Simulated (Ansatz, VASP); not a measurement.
One calculation of Ir, two programs

```
Ir
1.0
     0.00000    1.84291    1.99649
     1.84291    0.00000    1.99649
     1.84291    1.84291    0.00000
Ir
1
Direct
  0.00000 0.00000 0.00000
```

Change from the starting cell: strain -0.040 along x and y, +0.040 along z, atoms carried along.

Alike in both runs: task single point; functional r2SCAN; k mesh 22 × 22 × 22; occupations gaussian, width 0.15 eV; no spin polarisation.

|  | VASP | Ansatz |
| --- | --- | --- |
| version | VASP 6.6.1 | Ansatz 0.2.0 |
| potentials or method | VASP PAW PBE potentials, release 64 (Ir), cutoff 520 eV | scalar-relativistic, plane waves, PAW |
| valence electrons in the cell | 9 | 17 |

```csv
,VASP,Ansatz,Ansatz less VASP
gap on the k mesh at the Fermi level (eV),none,none,-
pressure (GPa),24.7,21.5,-3.24
"traceless stress, the component that is largest in VASP (GPa)",-23.77,-23.66,+0.107
```

VASP's potentials were made for PBE, not for r2SCAN. A gap of «none» marks a metal or a gap that the smearing closes. VASP's potentials hold 9 valence electrons a cell and Ansatz's 17, so a difference there can come from the potentials and not from the codes.

Spin-orbit coupling is off throughout.
